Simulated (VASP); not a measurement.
GaSn3:

```xyz
8
Lattice="6.4735 0.0000 0.0000 -3.2367 5.6062 0.0000 0.0000 0.0000 5.5500" Properties=species:S:1:pos:R:3 pbc="T T T"
Ga    3.2367    1.8687    1.3875
Ga    0.0000    3.7375    4.1625
Sn    1.6344    0.9436    4.1625
Sn    4.8390    0.9436    4.1625
Sn    3.2367    3.7189    4.1625
Sn    1.6023    4.6625    1.3875
Sn   -1.6023    4.6625    1.3875
Sn    0.0000    1.8873    1.3875
```

* Program: VASP 6.6.1
* Task: relaxation of cell and atoms
* Functional: LDA
* Potentials or basis: VASP PAW LDA potentials, release 64 (Ga_d, Sn_d)
* Cutoff: 600 eV
* k mesh: 4 × 4 × 4
* Occupations: fermi-dirac, width 0.05 eV
* Spin: no spin polarisation

At the start: pressure -3.0 GPa; volume 25.18 Å³/atom.

Problem. Where does the relaxation end?

Solution. Over 5 steps the energy falls by 14.9 meV/atom and the volume is 23.79 Å³/atom (-5.5 %); space group P6_3/mmc (No. 194, to 0.05 Å).

The path:
```tsv
step	energy change (eV)	largest force (eV/Å)	pressure (GPa)	volume (Å³)
1	0.0000	0.0390	-2.97	201.42
2	-0.1142	0.0106	0.62	188.11
3	-0.1176	0.0018	0.04	189.94
4	-0.1183	0.0016	0.04	190.05
5	-0.1191	0.0032	0.01	190.35
```

Final structure:
```yaml
crystal:
  lattice:
    - [6.39256, 0.00000, 0.00000]
    - [-3.19628, 5.53612, 0.00000]
    - [0.00000, 0.00000, 5.37855]
  atoms:
    - { symbol: Ga, position: [0.66667, 0.33333, 0.25000] }
    - { symbol: Ga, position: [0.33333, 0.66667, 0.75000] }
    - { symbol: Sn, position: [0.33641, 0.16820, 0.75000] }
    - { symbol: Sn, position: [0.83180, 0.16820, 0.75000] }
    - { symbol: Sn, position: [0.83180, 0.66359, 0.75000] }
    - { symbol: Sn, position: [0.66359, 0.83180, 0.25000] }
    - { symbol: Sn, position: [0.16820, 0.83180, 0.25000] }
    - { symbol: Sn, position: [0.16820, 0.33641, 0.25000] }
```
